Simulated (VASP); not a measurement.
# Ni3Ge (Pm-3m) in VASP: a series of runs

The runs below take Ni3Ge through single point, with PBEsol.

All numbers are computed with VASP 6.6.1; they aren't measurements. Logs are shortened: lines on timing, memory, paths and dates and some standing lists are left out, and cuts for length are marked.

**1. The cell of the first run**

Symmetry: Pm-3m, No. 221, cubic system. Conventional cell: a = 3.530 Å, b = 3.530 Å, c = 3.530 Å, α = 90.00°, β = 90.00°, γ = 90.00°. Ni (site symmetry 4/mmm) has 8 Ni at 2.50 Å and 4 Ge at 2.50 Å within 3.3 Å. Ge (site symmetry m-3m) has 12 Ni at 2.50 Å within 3.3 Å.

**2. Single point, PBEsol, collinear spin, ferromagnetic start**

INCAR

```
SYSTEM = Ni3Ge
PREC = Accurate
ENCUT = 520
EDIFF = 1E-6
ISMEAR = -1
SIGMA = 0.1
LREAL = .FALSE.
LASPH = .TRUE.
NELM = 150
ALGO = Normal
ISIF = 2
LWAVE = .FALSE.
LCHARG = .FALSE.
ISPIN = 2
MAGMOM = 2 2 2 0
LORBIT = 11
LMAXMIX = 4
GGA = PS
NBANDS = 34
```

KPOINTS

```
Automatic mesh
0
G
  7 7 7
  0 0 0
```

POSCAR

```
Ni3Ge
1.0
    3.5303341100      0.0000000000      0.0000000000
    0.0000000000      3.5303341100      0.0000000000
    0.0000000000      0.0000000000      3.5303341100
Ni Ge
3 1
Direct
    0.5000000000      0.0000000000      0.5000000000
    0.0000000000      0.5000000000      0.5000000000
    0.5000000000      0.5000000000      0.0000000000
    0.0000000000      0.0000000000      0.0000000000
```

Potentials or basis: VASP PAW PBE potentials, release 64 (Ni, Ge_d).

Started as:

```sh
$ cat potpaw_PBE.64/Ni/POTCAR potpaw_PBE.64/Ge_d/POTCAR > POTCAR
$ mpirun -np 1 vasp_std > vasp.out
```

OUTCAR:

```text
SYSTEM = Ni3Ge
   PREC = Accurate
   ENCUT = 520
   EDIFF = 1E-6
   ISMEAR = -1
   LREAL = .FALSE.
   LASPH = .TRUE.
   NELM = 150
   ISIF = 2
   ISPIN = 2
   LORBIT = 11
   GGA = PS

 ion  position               nearest neighbor table
   1  0.500  0.000  0.500-   2 2.50   3 2.50   4 2.50   3 2.50   4 2.50   2 2.50   3 2.50   3 2.50
                             2 2.50   4 2.50   4 2.50   2 2.50
   2  0.000  0.500  0.500-   1 2.50   3 2.50   4 2.50   3 2.50   4 2.50   1 2.50   4 2.50   4 2.50
                             1 2.50   3 2.50   3 2.50   1 2.50
   3  0.500  0.500  0.000-   1 2.50   2 2.50   4 2.50   1 2.50   2 2.50   1 2.50   4 2.50   1 2.50
                             2 2.50   4 2.50   2 2.50   4 2.50
   4  0.000  0.000  0.000-   1 2.50   2 2.50   3 2.50   1 2.50   2 2.50   2 2.50   3 2.50   2 2.50
                             1 2.50   3 2.50   1 2.50   3 2.50

  LATTYP: Found a simple cubic cell.
 ALAT       =     3.5303341100

  Lattice vectors:

 A1 = (   3.5303341100,   0.0000000000,   0.0000000000)
 A2 = (   0.0000000000,   3.5303341100,   0.0000000000)
 A3 = (   0.0000000000,   0.0000000000,   3.5303341100)

Analysis of symmetry for initial positions (statically):
=====================================================================
 Subroutine PRICEL returns:
 Original cell was already a primitive cell.

 Routine SETGRP: Setting up the symmetry group for a
 simple cubic supercell.

 Subroutine GETGRP returns: Found 48 space group operations
[... 9 lines left out ...]

 Routine SETGRP: Setting up the symmetry group for a
 simple cubic supercell.

 Subroutine GETGRP returns: Found 48 space group operations
 (whereof 48 operations were pure point group operations)
 out of a pool of 48 trial point group operations.

The dynamic configuration has the point symmetry O_h .

Analysis of structural, dynamic, and magnetic symmetry:
=====================================================================
 Subroutine PRICEL returns:
 Original cell was already a primitive cell.

 Routine SETGRP: Setting up the symmetry group for a
 simple cubic supercell.

 Subroutine GETGRP returns: Found 48 space group operations
 (whereof 48 operations were pure point group operations)
 out of a pool of 48 trial point group operations.

The overall configuration has the point symmetry O_h .

 Subroutine INISYM returns: Found 48 space group operations
[... 5 lines left out ...]
                                     Primitive cell

  volume of cell :      43.9995

  direct lattice vectors                    reciprocal lattice vectors
     3.530334110  0.000000000  0.000000000     0.283259309  0.000000000  0.000000000
     0.000000000  3.530334110  0.000000000     0.000000000  0.283259309  0.000000000
     0.000000000  0.000000000  3.530334110     0.000000000  0.000000000  0.283259309

  length of vectors
     3.530334110  3.530334110  3.530334110     0.283259309  0.283259309  0.283259309

  position of ions in fractional coordinates (direct lattice)
     0.500000000  0.000000000  0.500000000
     0.000000000  0.500000000  0.500000000
     0.500000000  0.500000000  0.000000000
     0.000000000  0.000000000  0.000000000

  ion indices of the primitive-cell ions
   primitive index   ion index
                 1           1
                 2           2
                 3           3
                 4           4

----------------------------------------------------------------------------------------

 KPOINTS: Automatic mesh

Automatic generation of k-mesh.
 Grid dimensions read from file:
 generate k-points for:    7    7    7

 Generating k-lattice:

  Cartesian coordinates                     Fractional coordinates (reciprocal lattice)
     0.040465616  0.000000000  0.000000000     0.142857143  0.000000000  0.000000000
     0.000000000  0.040465616  0.000000000     0.000000000  0.142857143  0.000000000
     0.000000000  0.000000000  0.040465616     0.000000000  0.000000000  0.142857143

  Length of vectors
     0.040465616  0.040465616  0.040465616

  Shift w.r.t. Gamma in fractional coordinates (k-lattice)
     0.000000000  0.000000000  0.000000000

 Subroutine IBZKPT returns following result:
 ===========================================

 Found     20 irreducible k-points:

 Following reciprocal coordinates:
            Coordinates               Weight
  0.000000  0.000000  0.000000      1.000000
  0.142857  0.000000  0.000000      6.000000
  0.285714  0.000000  0.000000      6.000000
  0.428571  0.000000  0.000000      6.000000
  0.142857  0.142857  0.000000     12.000000
  0.285714  0.142857  0.000000     24.000000
[... 12 lines left out ...]
  0.428571  0.428571  0.285714     24.000000
  0.428571  0.428571  0.428571      8.000000
   k-points           NKPTS =     20   k-points in BZ     NKDIM =     20   number of bands    NBANDS=     34
   number of dos      NEDOS =    301   number of ions     NIONS =      4
   total plane-waves  NPLWV =  21952
   dimension x,y,z NGX =    28 NGY =   28 NGZ =   28
   dimension x,y,z NGXF=    56 NGYF=   56 NGZF=   56
   ions per type =               3   1
   NGX,Y,Z   is equivalent  to a cutoff of  13.19, 13.19, 13.19 a.u.
   NGXF,Y,Z  is equivalent  to a cutoff of  26.37, 26.37, 26.37 a.u.
 SYSTEM =  Ni3Ge
   PREC   = accura    normal or accurate (medium, high low for compatibility)
   ISTART =      0    job   : 0-new  1-cont  2-samecut
   ICHARG =      2    charge: 1-file 2-atom 10-const
   ISPIN  =      2    spin polarized calculation?
   LNONCOLLINEAR =      F non collinear calculations
   LSORBIT =      F    spin-orbit coupling
   LASPH  =      T    aspherical Exc in radial PAW
   ENCUT  =  520.0 eV  38.22 Ry    6.18 a.u.   6.56  6.56  6.56*2*pi/ulx,y,z
   NELM   =    150;   NELMIN=  2; NELMDL= -5     # of ELM steps
   EDIFF  = 0.1E-05   stopping-criterion for ELM
   LREAL  =      F    real-space projection
   EDIFFG = 0.1E-04   stopping-criterion for IOM
   NSW    =      0    number of steps for IOM
   IBRION =     -1    ionic relax: 0-MD 1-quasi-New 2-CG
   NFREE  =      0    steps in history (QN), initial steepest desc. (CG)
   ISIF   =      2    stress and relaxation
   ISYM   =      2    0-nonsym 1-usesym 2-fastsym
   POTIM  = 0.5000    time-step for ionic-motion
   TEBEG  =    0.0;   TEEND  =   0.0 temperature during run
   PSTRESS=    0.0 pullay stress
   NELECT =      44.0000    total number of electrons
   NUPDOWN=      -1.0000    fix difference up-down
   EMIN   =  10.00;   EMAX   =-10.00  energy-range for DOS
   EFERMI =   0.00;   METHOD = LEGACY
   ISMEAR =    -1;   SIGMA  =   0.10  broadening in eV -4-tet -1-fermi 0-gaus
   EFERMI_NEDOS =   21; number of points for ismear=-14 and -15
   IALGO  =     38    algorithm
   IMIX   =      4    mixing-type and parameters
     AMIX     =   0.40;   BMIX     =  1.00
     AMIX_MAG =   1.60;   BMIX_MAG =  1.00
  volume/ion in A,a.u.               =      11.00        74.23
  Fermi-wavevector in a.u.,A,eV,Ry     =   1.637105  3.093680 36.465156  2.680113
  Thomas-Fermi vector in A             =   2.728300
   LORBIT       =     11    0 simple, 1 ext, 2 COOP (PROOUT), +10 PAW based schemes
   GGA     = PS    functional components
   LHFCALC =     F    Hartree Fock is set to
   AEXX    =    0.0000 exact exchange contribution
   IVDW    =     0    specifies the selected vdW correction
   LEPSILON=     F    determine dielectric tensor
   LRPA    =     F    only Hartree local field effects (RPA)
 spin polarized calculation
  energy-cutoff  :      520.00
  volume of cell :       44.00
 maximum number of plane-waves:      1213
 NGX is ok and might be reduce to    28
   NGX = 13   NGY = 13   NGZ = 13

 number of electron      43.9999972 magnetization      -0.0111700

 number of electron      43.9999972 magnetization       0.0004779

 Free energy of the ion-electron system (eV)
  ---------------------------------------------------
  ext. energy  EPLUGINS =         0.00000000
  ---------------------------------------------------
  free energy    TOTEN  =       -24.77424599 eV

  energy without entropy =      -24.70957304  energy(sigma->0) =      -24.74190951

 E-fermi :  10.2499     XC(G=0): -13.6502

 val. band max:       10.2168786133   @ k =   0.4286   0.0000   0.0000
 cond. band min:      10.3303507739   @ k =   0.4286   0.4286   0.2857
 fundamental gap:      0.1134721607
 Fermi energy:        10.2499365805

 spin component 1

 k-point     1 :       0.0000    0.0000    0.0000
  band No.  band energies     occupation
      1     -14.3832      1.00000
      2     -14.3832      1.00000
      3     -14.3685      1.00000
      4     -14.3685      1.00000
      5     -14.3685      1.00000
      6      -2.3603      1.00000
[... 26 lines left out ...]
     33      23.6858      0.00000
     34      26.5253      0.00000
[... 671 lines left out ...]
      3     -14.3804      1.00000
      4     -14.3449      1.00000
      5     -14.3449      1.00000
      6       1.1254      1.00000
[... 26 lines left out ...]
     33      29.9140      0.00000
     34      29.9140      0.00000
 Fermi energy:        10.2499365805

 spin component 2

 k-point     1 :       0.0000    0.0000    0.0000
  band No.  band energies     occupation
      1     -14.3831      1.00000
      2     -14.3831      1.00000
      3     -14.3684      1.00000
      4     -14.3684      1.00000
      5     -14.3684      1.00000
      6      -2.3603      1.00000
[... 26 lines left out ...]
     33      23.6858      0.00000
     34      26.5254      0.00000
[... 672 lines left out ...]
      4     -14.3448      1.00000
      5     -14.3448      1.00000
      6       1.1253      1.00000
[... 26 lines left out ...]
     33      29.9140      0.00000
     34      29.9140      0.00000

------------------------ aborting loop because EDIFF is reached ----------------------------------------

  FORCE on cell =-STRESS in cart. coord.  units (eV):
  Direction    XX          YY          ZZ          XY          YZ          ZX
  --------------------------------------------------------------------------------------
  -------------------------------------------------------------------------------------
  Total       -0.1357050     -0.1357050     -0.1357050      0.0000000     -0.0000000     -0.0000000
  in kB       -4.9415006     -4.9415006     -4.9415006      0.0000000     -0.0000000     -0.0000000
  external PRESSURE =      -4.9415006 kB  Pullay stress =       0.0000000 kB

 VOLUME and BASIS-vectors are now :
 -----------------------------------------------------------------------------
  energy-cutoff  :      520.00
  volume of cell :       44.00
      direct lattice vectors                 reciprocal lattice vectors
     3.530334110  0.000000000  0.000000000     0.283259309  0.000000000  0.000000000
     0.000000000  3.530334110  0.000000000     0.000000000  0.283259309  0.000000000
     0.000000000  0.000000000  3.530334110     0.000000000  0.000000000  0.283259309

 POSITION                                       TOTAL-FORCE (eV/Angst)
 -----------------------------------------------------------------------------------
      1.76517      0.00000      1.76517         0.000000      0.000000      0.000000
      0.00000      1.76517      1.76517         0.000000      0.000000      0.000000
      1.76517      1.76517      0.00000         0.000000      0.000000      0.000000
      0.00000      0.00000      0.00000         0.000000      0.000000      0.000000
 -----------------------------------------------------------------------------------
    total drift:                                0.000000      0.000000      0.000000

  FREE ENERGIE OF THE ION-ELECTRON SYSTEM (eV)
  ---------------------------------------------------
  free  energy   TOTEN  =       -24.7742459920 eV

  energy  without entropy=      -24.7095730353  energy(sigma->0) =      -24.74190951

 total charge

# of ion       s       p       d       tot
------------------------------------------
    1        0.477   0.548   8.430   9.454
    2        0.477   0.548   8.430   9.454
    3        0.477   0.548   8.430   9.454
    4        1.088   1.239  10.145  12.472
--------------------------------------------------
tot          2.518   2.882  35.435  40.835

 magnetization (x)

# of ion       s       p       d       tot
------------------------------------------
    1       -0.000  -0.000   0.000   0.000
    2       -0.000  -0.000   0.000   0.000
    3       -0.000  -0.000   0.000   0.000
    4       -0.000  -0.000  -0.000  -0.000
--------------------------------------------------
tot         -0.000  -0.000   0.000   0.000
```

Wall time 1.9 min (1 thread of AMD EPYC 7R13, shared host); peak memory 0.17 GiB.

What came out:

```yaml
Free_energy: -24.7742 eV
Pressure: -0.5 GPa
Band_gap_on_the_k_mesh: zero (filled and empty bands overlap)
Net_moment: 0.00 μB per cell
Valence_electrons_inside_the_program's_atomic_spheres: Ni 9.45; Ge 12.47
```

Caveat: the starting moments collapsed, and a magnetic state may lie lower; the PAW data sets were made with another functional, which shifts forces and pressure a little.

**3. Single point, PBEsol, collinear spin, ferromagnetic start**

INCAR

```
PREC = Accurate
ENCUT = 520
EDIFF = 1E-7
ISMEAR = -1
SIGMA = 0.1
LREAL = F
LASPH = T
NELM = 150
ALGO = Normal
ISIF = 2
LWAVE = F
LCHARG = T
ISPIN = 2
MAGMOM = 2 2 2 0
LORBIT = 11
LMAXMIX = 4
GGA = PS
LELF = T
LVHAR = T
NBANDS = 34
```

KPOINTS

```
Automatic mesh
0
Gamma
  7 7 7
```

POSCAR is that of step 2.

Potentials or basis: VASP PAW PBE potentials, release 64 (Ni, Ge_d).

Started as:

```sh
$ cat potpaw_PBE.64/Ni/POTCAR potpaw_PBE.64/Ge_d/POTCAR > POTCAR
$ mpirun -np 1 vasp_std > vasp.out
```

Run time: 2.6 min. Hardware: 1 thread of AMD EPYC 7R13, shared host; peak memory 0.17 GiB.

It converged, with:

| Item | Value |
| --- | --- |
| Free energy | -24.7742 eV |
| Pressure | -0.7 GPa |
| Band gap on the k mesh | zero (filled and empty bands overlap) |
| Net moment | 0.00 μB per cell |
| Valence electrons inside the program's atomic spheres | Ni 9.45; Ge 12.47 |

Levels at points of the mesh, in eV from the Fermi level:
Spin up:
```
           k point  band 18  band 19  band 20  band 21  band 22  band 23  band 24  band 25  band 26  band 27
(0.00, 0.00, 0.00)    -1.02    -0.64    -0.64    -0.35    -0.03    -0.03    -0.03     3.91     6.83     6.83
```
Spin down:
| k point | band 20 | band 21 | band 22 | band 23 | band 24 | band 25 |
| --- | --- | --- | --- | --- | --- | --- |
| (0.00, 0.00, 0.00) | -0.64 | -0.35 | -0.03 | -0.03 | -0.03 | 3.91 |

Caveat: the starting moments collapsed, and a magnetic state may lie lower; the PAW data sets were made with another functional, which shifts forces and pressure a little.
